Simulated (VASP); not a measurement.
# CaSe in VASP: a series of runs

The runs below take CaSe through single point, with PBE.

Everything below comes from runs of VASP 6.6.1. Logs are shortened: lines on timing, memory, paths and dates and some standing lists are left out, and cuts for length are marked.

## (1) The cell of the first run

The structure is cubic, space group Fm-3m (No. 225). The conventional cell has a = 5.876 Å, b = 5.876 Å, c = 5.876 Å, α = 90.00°, β = 90.00°, γ = 90.00°. Within 3.9 Å of Ca (site symmetry m-3m) lie 6 Se at 2.94 Å. Se (site symmetry m-3m) has 6 Ca at 2.94 Å within 3.9 Å.

## (2) Single point, PBE (strain -1.0%)

INCAR

```
  PREC = Accurate
  ENCUT = 520
  EDIFF = 1E-6
  ISMEAR = 0
  SIGMA = 0.01
  LREAL = False
  LASPH = True
  NELM = 100
  ALGO = Normal
  ISIF = 2
  LWAVE = False
  LCHARG = False
  GGA = PE
  NBANDS = 15
```

KPOINTS

```
regular mesh
0
Gamma
  4 4 4
```

POSCAR

```
CaSe
1.0
    0.0000000000      2.9378597593      2.9378597593
    2.9378597593      0.0000000000      2.9378597593
    2.9378597593      2.9378597593      0.0000000000
Ca Se
1 1
Direct
    0.0000000000      0.0000000000      0.0000000000
    0.5000000000      0.5000000000      0.5000000000
```

Potentials or basis: VASP PAW PBE potentials, release 64 (Ca_sv, Se).

Started as:

```console
cat potpaw_PBE.64/Ca_sv/POTCAR potpaw_PBE.64/Se/POTCAR > POTCAR
mpirun -np 1 vasp_std > vasp.out
```

OUTCAR:

```text
PREC = Accurate
   ENCUT = 520
   EDIFF = 1E-6
   ISMEAR = 0
   LREAL = False
   LASPH = True
   NELM = 100
   ISIF = 2
   GGA = PE

 ion  position               nearest neighbor table
   1  0.000  0.000  0.000-   2 2.94   2 2.94   2 2.94   2 2.94   2 2.94   2 2.94
   2  0.500  0.500  0.500-   1 2.94   1 2.94   1 2.94   1 2.94   1 2.94   1 2.94

  LATTYP: Found a face centered cubic cell.
 ALAT       =     5.8757195186

  Lattice vectors:

 A1 = (   0.0000000000,   2.9378597593,   2.9378597593)
 A2 = (   2.9378597593,   0.0000000000,   2.9378597593)
 A3 = (   2.9378597593,   2.9378597593,   0.0000000000)

Analysis of symmetry for initial positions (statically):
=====================================================================
 Subroutine PRICEL returns:
 Original cell was already a primitive cell.

 Routine SETGRP: Setting up the symmetry group for a
 face centered cubic supercell.

 Subroutine GETGRP returns: Found 48 space group operations
 (whereof 48 operations were pure point group operations)
 out of a pool of 48 trial point group operations.

The static configuration has the point symmetry O_h .

Analysis of symmetry for dynamics (positions and initial velocities):
=====================================================================
 Subroutine PRICEL returns:
 Original cell was already a primitive cell.

 Routine SETGRP: Setting up the symmetry group for a
 face centered cubic supercell.

 Subroutine GETGRP returns: Found 48 space group operations
 (whereof 48 operations were pure point group operations)
 out of a pool of 48 trial point group operations.

The dynamic configuration has the point symmetry O_h .

 Subroutine INISYM returns: Found 48 space group operations
 (whereof 48 operations are pure point group operations),
 and found     1 'primitive' translations

----------------------------------------------------------------------------------------

                                     Primitive cell

  volume of cell :      50.7135

  direct lattice vectors                    reciprocal lattice vectors
     0.000000000  2.937859759  2.937859759    -0.170191922  0.170191922  0.170191922
     2.937859759  0.000000000  2.937859759     0.170191922 -0.170191922  0.170191922
     2.937859759  2.937859759  0.000000000     0.170191922  0.170191922 -0.170191922

  length of vectors
     4.154761116  4.154761116  4.154761116     0.294781057  0.294781057  0.294781057

  position of ions in fractional coordinates (direct lattice)
     0.000000000  0.000000000  0.000000000
     0.500000000  0.500000000  0.500000000

  ion indices of the primitive-cell ions
   primitive index   ion index
                 1           1
                 2           2

----------------------------------------------------------------------------------------

 KPOINTS: regular mesh

Automatic generation of k-mesh.
 Grid dimensions read from file:
 generate k-points for:    4    4    4

 Generating k-lattice:

  Cartesian coordinates                     Fractional coordinates (reciprocal lattice)
    -0.042547981  0.042547981  0.042547981     0.250000000  0.000000000  0.000000000
     0.042547981 -0.042547981  0.042547981     0.000000000  0.250000000  0.000000000
     0.042547981  0.042547981 -0.042547981     0.000000000  0.000000000  0.250000000

  Length of vectors
     0.073695264  0.073695264  0.073695264

  Shift w.r.t. Gamma in fractional coordinates (k-lattice)
     0.000000000  0.000000000  0.000000000

 Subroutine IBZKPT returns following result:
 ===========================================

 Found      8 irreducible k-points:

 Following reciprocal coordinates:
            Coordinates               Weight
  0.000000  0.000000  0.000000      1.000000
  0.250000  0.000000  0.000000      8.000000
  0.500000  0.000000  0.000000      4.000000
  0.250000  0.250000  0.000000      6.000000
  0.500000  0.250000  0.000000     24.000000
 -0.250000  0.250000  0.000000     12.000000
  0.500000  0.500000  0.000000      3.000000
 -0.250000  0.500000  0.250000      6.000000
   k-points           NKPTS =      8   k-points in BZ     NKDIM =      8   number of bands    NBANDS=     15
   number of dos      NEDOS =    301   number of ions     NIONS =      2
   total plane-waves  NPLWV =  32768
   dimension x,y,z NGX =    32 NGY =   32 NGZ =   32
   dimension x,y,z NGXF=    64 NGYF=   64 NGZF=   64
   ions per type =               1   1
   NGX,Y,Z   is equivalent  to a cutoff of  12.80, 12.80, 12.80 a.u.
   NGXF,Y,Z  is equivalent  to a cutoff of  25.61, 25.61, 25.61 a.u.
 SYSTEM =  unknown system
   PREC   = accura    normal or accurate (medium, high low for compatibility)
   ISTART =      0    job   : 0-new  1-cont  2-samecut
   ICHARG =      2    charge: 1-file 2-atom 10-const
   ISPIN  =      1    spin polarized calculation?
   LNONCOLLINEAR =      F non collinear calculations
   LSORBIT =      F    spin-orbit coupling
   LASPH  =      T    aspherical Exc in radial PAW
   ENCUT  =  520.0 eV  38.22 Ry    6.18 a.u.   7.73  7.73  7.73*2*pi/ulx,y,z
   NELM   =    100;   NELMIN=  2; NELMDL= -5     # of ELM steps
   EDIFF  = 0.1E-05   stopping-criterion for ELM
   LREAL  =      F    real-space projection
   EDIFFG = 0.1E-04   stopping-criterion for IOM
   NSW    =      0    number of steps for IOM
   IBRION =     -1    ionic relax: 0-MD 1-quasi-New 2-CG
   NFREE  =      0    steps in history (QN), initial steepest desc. (CG)
   ISIF   =      2    stress and relaxation
   ISYM   =      2    0-nonsym 1-usesym 2-fastsym
   POTIM  = 0.5000    time-step for ionic-motion
   TEBEG  =    0.0;   TEEND  =   0.0 temperature during run
   PSTRESS=    0.0 pullay stress
   NELECT =      16.0000    total number of electrons
   NUPDOWN=      -1.0000    fix difference up-down
   EMIN   =  10.00;   EMAX   =-10.00  energy-range for DOS
   EFERMI =   0.00;   METHOD = LEGACY
   ISMEAR =     0;   SIGMA  =   0.01  broadening in eV -4-tet -1-fermi 0-gaus
   EFERMI_NEDOS =   21; number of points for ismear=-14 and -15
   IALGO  =     38    algorithm
   IMIX   =      4    mixing-type and parameters
     AMIX     =   0.40;   BMIX     =  1.00
     AMIX_MAG =   1.60;   BMIX_MAG =  1.00
  volume/ion in A,a.u.               =      25.36       171.12
  Fermi-wavevector in a.u.,A,eV,Ry     =   1.114484  2.106069 16.899445  1.242074
  Thomas-Fermi vector in A             =   2.251079
   LORBIT       =      0    0 simple, 1 ext, 2 COOP (PROOUT), +10 PAW based schemes
   GGA     = PE    functional components
   LHFCALC =     F    Hartree Fock is set to
   AEXX    =    0.0000 exact exchange contribution
   IVDW    =     0    specifies the selected vdW correction
   LEPSILON=     F    determine dielectric tensor
   LRPA    =     F    only Hartree local field effects (RPA)
 non-spin polarized calculation
 Gauss-broadening in eV      SIGMA  =   0.01
  energy-cutoff  :      520.00
  volume of cell :       50.71
 maximum number of plane-waves:      1384
 NGX is ok and might be reduce to    32
   NGX = 15   NGY = 15   NGZ = 15

 number of electron      16.0000001 magnetization

 Free energy of the ion-electron system (eV)
  ---------------------------------------------------
  ext. energy  EPLUGINS =         0.00000000
  ---------------------------------------------------
  free energy    TOTEN  =        -9.45179583 eV

  energy without entropy =       -9.45179583  energy(sigma->0) =       -9.45179583

 E-fermi :   2.7784     XC(G=0):  -9.2364

 val. band max:        2.5998260500   @ k =   0.0000   0.0000   0.0000
 cond. band min:       4.5639533352   @ k =   0.5000   0.5000   0.0000
 fundamental gap:      1.9641272852
 Fermi energy:         2.7783773535

 k-point     1 :       0.0000    0.0000    0.0000
  band No.  band energies     occupation
      1     -37.1054      2.00000
      2     -18.1030      2.00000
      3     -18.1030      2.00000
      4     -18.1030      2.00000
      5      -9.2682      2.00000
      6       2.5998      2.00000
      7       2.5998      2.00000
      8       2.5998      2.00000
      9       6.0467      0.00000
     10       6.2860      0.00000
     11       6.2860      0.00000
     12       6.2860      0.00000
     13       6.8740      0.00000
     14       6.8740      0.00000
     15      12.3349      0.00000

 k-point     2 :       0.2500    0.0000    0.0000
  band No.  band energies     occupation
      1     -37.1017      2.00000
      2     -18.1669      2.00000
      3     -18.1072      2.00000
      4     -18.1072      2.00000
      5      -8.9212      2.00000
      6       0.5504      2.00000
      7       1.8690      2.00000
      8       1.8690      2.00000
      9       6.3315      0.00000
     10       7.0352      0.00000
     11       7.0352      0.00000
     12       8.3230      0.00000
     13       8.3230      0.00000
     14       8.4464      0.00000
     15      12.1052      0.00000

 k-point     3 :       0.5000    0.0000    0.0000
  band No.  band energies     occupation
      1     -37.0979      2.00000
      2     -18.2289      2.00000
      3     -18.1114      2.00000
      4     -18.1114      2.00000
      5      -8.5302      2.00000
      6      -0.7658      2.00000
      7       1.3551      2.00000
      8       1.3551      2.00000
      9       7.1438      0.00000
     10       8.1232      0.00000
     11       8.1428      0.00000
     12       8.1428      0.00000
     13      10.2272      0.00000
     14      10.2272      0.00000
     15      10.7350      0.00000
[... 55 lines left out ...]
 k-point     7 :       0.5000    0.5000    0.0000
  band No.  band energies     occupation
      1     -37.0954      2.00000
      2     -18.1932      2.00000
      3     -18.1391      2.00000
      4     -18.1391      2.00000
      5      -8.6643      2.00000
      6       0.0239      2.00000
      7       1.6451      2.00000
      8       1.6451      2.00000
      9       4.5640      0.00000
     10       7.6623      0.00000
     11       7.7307      0.00000
     12       8.6935      0.00000
     13       8.6935      0.00000
     14       8.7031      0.00000
     15      12.8795      0.00000

 k-point     8 :      -0.2500    0.5000    0.2500
  band No.  band energies     occupation
      1     -37.0954      2.00000
      2     -18.1661      2.00000
      3     -18.1661      2.00000
      4     -18.1465      2.00000
      5      -8.5669      2.00000
      6       0.5688      2.00000
      7       0.5688      2.00000
      8       0.8765      2.00000
      9       7.0083      0.00000
     10       7.0083      0.00000
     11       7.8879      0.00000
     12       8.4012      0.00000
     13       8.6995      0.00000
     14      11.3750      0.00000
     15      11.7239      0.00000

------------------------ aborting loop because EDIFF is reached ----------------------------------------

  FORCE on cell =-STRESS in cart. coord.  units (eV):
  Direction    XX          YY          ZZ          XY          YZ          ZX
  --------------------------------------------------------------------------------------
  -------------------------------------------------------------------------------------
  Total        0.7942315      0.7942315      0.7942315      0.0000000      0.0000000      0.0000000
  in kB       25.0919572     25.0919572     25.0919572      0.0000000      0.0000000      0.0000000
  external PRESSURE =      25.0919572 kB  Pullay stress =       0.0000000 kB

 VOLUME and BASIS-vectors are now :
 -----------------------------------------------------------------------------
  energy-cutoff  :      520.00
  volume of cell :       50.71
      direct lattice vectors                 reciprocal lattice vectors
     0.000000000  2.937859759  2.937859759    -0.170191922  0.170191922  0.170191922
     2.937859759  0.000000000  2.937859759     0.170191922 -0.170191922  0.170191922
     2.937859759  2.937859759  0.000000000     0.170191922  0.170191922 -0.170191922

 POSITION                                       TOTAL-FORCE (eV/Angst)
 -----------------------------------------------------------------------------------
      0.00000      0.00000      0.00000        -0.000000      0.000000     -0.000000
      2.93786      2.93786      2.93786         0.000000     -0.000000      0.000000
 -----------------------------------------------------------------------------------
    total drift:                                0.000000     -0.000000     -0.000000

  FREE ENERGIE OF THE ION-ELECTRON SYSTEM (eV)
  ---------------------------------------------------
  free  energy   TOTEN  =        -9.4517958308 eV

  energy  without entropy=       -9.4517958308  energy(sigma->0) =       -9.45179583
```

It took 7.6 s on 1 thread of Intel Xeon Platinum 8259CL at 2.50GHz (Skylake/Cascade Lake), shared host; peak memory 0.17 GiB.

What came out:

| Item | Value |
| --- | --- |
| Free energy | -9.4518 eV |
| Pressure | 2.5 GPa |
| Band gap on the k mesh | 1.96 eV, indirect (least direct gap 2.92 eV) |

Caveat: the k points lie up to 0.46 Å⁻¹ apart; the cell differs from its parent crystal (strain -1.0%). A k mesh can miss the band edges.

## (3) Single point, PBE

This run uses another cell than the first one, of 26.13 Å³/atom, 1.031 times its volume.

INCAR

```
PREC = Accurate ; ENCUT = 520
EDIFF = 1E-6 ; ISMEAR = 0
SIGMA = 0.01 ; LREAL = False
LASPH = True ; NELM = 60
ALGO = Normal ; ISIF = 2
LWAVE = False ; LCHARG = True
GGA = PE ; LELF = True
LVHAR = True ; NBANDS = 15
```

KPOINTS is that of step 2.

POSCAR

```
CaSe
1.0
    0.0000000000      2.9675351104      2.9675351104
    2.9675351104      0.0000000000      2.9675351104
    2.9675351104      2.9675351104      0.0000000000
Ca Se
1 1
Direct
    0.0000000000      0.0000000000      0.0000000000
    0.5000000000      0.5000000000      0.5000000000
```

Potentials or basis: VASP PAW PBE potentials, release 64 (Ca_sv, Se).

Started as:

```console
cat potpaw_PBE.64/Ca_sv/POTCAR potpaw_PBE.64/Se/POTCAR > POTCAR
mpirun -np 1 vasp_std > vasp.out
```

Run time: 8.4 s. Hardware: 1 thread of Intel Xeon Platinum 8259CL at 2.50GHz (Skylake/Cascade Lake), shared host; peak memory 0.17 GiB.

Results (log left out):

```
Free energy            : -9.4681 eV
Pressure               : 0.9 GPa
Band gap on the k mesh : 2.04 eV, indirect (least direct gap 2.96 eV)
```

Levels at points of the mesh, in eV from the valence-band top:
| k point | band 4 | band 5 | band 6 | band 7 | band 8 | band 9 | band 10 | band 11 | band 12 | band 13 |
| --- | --- | --- | --- | --- | --- | --- | --- | --- | --- | --- |
| (0.00, 0.00, 0.00) | -20.79 | -11.76 | 0.00 | 0.00 | 0.00 | 3.28 | 3.70 | 3.70 | 3.70 | 4.26 |
| (0.50, 0.00, 0.00) | -20.80 | -11.08 | -3.25 | -1.18 | -1.18 | 4.49 | 5.44 | 5.47 | 5.47 | 7.45 |
| (0.50, 0.50, 0.00) | -20.82 | -11.19 | -2.50 | -0.93 | -0.93 | 2.04 | 5.00 | 5.01 | 5.97 | 5.99 |

Caveat: the k points lie up to 0.46 Å⁻¹ apart. A k mesh can miss the band edges.

## (4) Single point, PBE (strain along [111] +5.0%)

INCAR

```
SYSTEM = CaSe
ALGO = Normal
EDIFF = 1E-6
ENCUT = 520
GGA = PE
ISIF = 2
ISMEAR = 0
LASPH = .True.
LCHARG = .True.
LELF = .True.
LREAL = .False.
LVHAR = .True.
LWAVE = .False.
NBANDS = 15
NELM = 80
PREC = Accurate
SIGMA = 0.01
```

KPOINTS

```
k-points
0
Gamma
  4 4 4
  0 0 0
```

POSCAR

```
CaSe
1.0
    0.0989178370      3.0664529474      3.0664529474
    3.0664529474      0.0989178370      3.0664529474
    3.0664529474      3.0664529474      0.0989178370
Ca Se
1 1
Direct
    0.0000000000      0.0000000000      0.0000000000
    0.5000000000      0.5000000000      0.5000000000
```

Started as:

```console
cat potpaw_PBE.64/Ca_sv/POTCAR potpaw_PBE.64/Se/POTCAR > POTCAR
mpirun -np 1 vasp_std > vasp.out
```

Run time: 10 s. Hardware: 1 thread of Intel Xeon Platinum 8259CL at 2.50GHz (Skylake/Cascade Lake), shared host; peak memory 0.17 GiB.

The run converged. Its results:

```
Free energy            : -9.4479 eV
Pressure               : -1.4 GPa
Band gap on the k mesh : 2.04 eV, indirect (least direct gap 2.84 eV)
```

Stress tensor (GPa, compression positive):
```
-1.44 -0.94 -0.94
-0.94 -1.44 -0.94
-0.94 -0.94 -1.44
```

Levels at points of the mesh, in eV from the valence-band top:
```
           k point  band 5  band 6  band 7  band 8  band 9  band 10  band 11  band 12
(0.00, 0.00, 0.00)  -11.70   -0.28    0.00    0.00    2.84     3.49     3.70     3.70
(0.50, 0.00, 0.00)  -11.09   -3.15   -1.34   -1.12    4.25     4.98     5.37     5.38
(0.50, 0.50, 0.00)  -11.18   -2.47   -1.10   -0.85    2.04     4.66     4.81     5.62
(0.50, 0.50, 0.50)  -11.15   -3.24   -1.01   -1.01    4.48     5.12     5.15     5.15
```

Caveat: the k points lie up to 0.46 Å⁻¹ apart; the cell differs from its parent crystal (strain along [111] +5.0%). A k mesh can miss the band edges.

(Part 1 of 2 ends here.)
